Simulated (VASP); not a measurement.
Set up this calculation in VASP 6.6.1, as the native input.

- Task: single point
- Functional: PBE
- Potentials or basis: VASP PAW PBE potentials, release 64 (Cu)
- Cutoff: 520 eV
- k mesh: 14 × 14 × 16
- Occupations: gaussian, width 0.1 eV
- Spin: no spin polarisation
- Dipole correction: no
- Further INCAR settings: ALGO = Fast; EDIFF = 1e-06; NBANDS = 18

The structure of Cu lies in POSCAR:

```
Cu
1.0
    2.9510618436      0.0000000000      0.0000000000
    0.0000000000      2.9510618436      0.0000000000
    0.0000000000      0.0000000000      2.8142930120
Cu
2
Direct
    0.0000000000      0.0000000000      0.0000000000
    0.5000000000      0.5000000000      0.5000000000
```

This cell differs from its parent crystal: strain along c alone, the other axes held: +2.0 %.

The input as run:

INCAR

```
  PREC = Accurate
  ENCUT = 520
  EDIFF = 1E-6
  ISMEAR = 0
  SIGMA = 0.1
  LREAL = False
  LASPH = True
  NELM = 60
  ALGO = Fast
  ISIF = 2
  LWAVE = False
  LCHARG = False
  GGA = PE
  NBANDS = 18
```

KPOINTS

```
regular mesh
0
Gamma
  14 14 16
```

Potentials or basis: VASP PAW PBE potentials, release 64 (Cu).

Command:

```console
$ cat potpaw_PBE.64/Cu/POTCAR > POTCAR
$ mpirun -np 1 vasp_std > vasp.out
```

It gave:

```
Pressure               : -1.6 GPa
Band gap on the k mesh : zero (band 11 reaches 13.28 eV, above the bottom of band 12 at 5.74 eV)
```

Caveat: the cell differs from its parent crystal (strain along c alone, the other axes held: +2.0 %).

Run time: 76 s on 1 thread of Intel(R) Xeon(R) Platinum 8259CL CPU @ 2.50GHz (Skylake/Cascade Lake), with other jobs on the host, peak memory 0.23 GiB.
